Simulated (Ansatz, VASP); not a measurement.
## Two plane-wave programs on Sr

```
CELL_PARAMETERS angstrom
0.00000 2.96629 2.96629
2.96629 0.00000 2.96629
2.96629 2.96629 0.00000
ATOMIC_POSITIONS crystal
Sr 0.00000 0.00000 0.00000
```

Change from the starting cell: strain -0.025 along x and y, -0.025 along z, atoms carried along.

Alike in both runs: task single point; functional PBEsol; k mesh 10 × 10 × 10; occupations gaussian, width 0.03 eV; no spin polarisation.

```csv
,VASP,Ansatz
version,VASP 6.6.1,Ansatz 0.2.0
potentials or method,"VASP PAW PBE potentials, release 64 (Sr_sv), cutoff 520 eV","scalar-relativistic, plane waves, PAW"
valence electrons in the cell,10,10
```

```tsv
	VASP	Ansatz	Ansatz less VASP
gap on the k mesh at the Fermi level (eV)	none	none	-
pressure (GPa)	-0.1	-0.1	-0.02
```

VASP's potentials were made for PBE, not for PBEsol. A gap of «none» marks a metal or a gap that the smearing closes.
